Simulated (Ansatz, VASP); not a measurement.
**Two plane-wave programs on I**

```xyz
1
Lattice="-1.5876 1.5876 3.7420 1.5876 -1.5876 3.7420 1.5876 1.5876 -3.7420" Properties=species:S:1:pos:R:3 pbc="T T T"
I     0.0000    0.0000    0.0000
```

Alike in both runs: functional PBEsol; k mesh 18 × 18 × 18; occupations gaussian, width 0.1 eV; no spin polarisation.

Ansatz relaxed the structure, and its values are those at the end. VASP's run is a single point on that final structure, the one shown.

|  | VASP | Ansatz |
| --- | --- | --- |
| version | VASP 6.6.1 | Ansatz 0.2.0 |
| potentials or method | VASP PAW PBE potentials, release 64 (I), cutoff 520 eV | scalar-relativistic, plane waves, PAW |
| valence electrons in the cell | 7 | 17 |

```tsv
	VASP	Ansatz	Ansatz less VASP
gap on the k mesh at the Fermi level (eV)	none	none	-
pressure (GPa)	0.0	0.0	0.00
```

VASP's potentials were made for PBE, not for PBEsol. A gap of «none» marks a metal or a gap that the smearing closes. VASP's potentials hold 7 valence electrons a cell and Ansatz's 17, so a difference there can come from the potentials and not from the codes.

Neither program's run includes spin-orbit coupling.
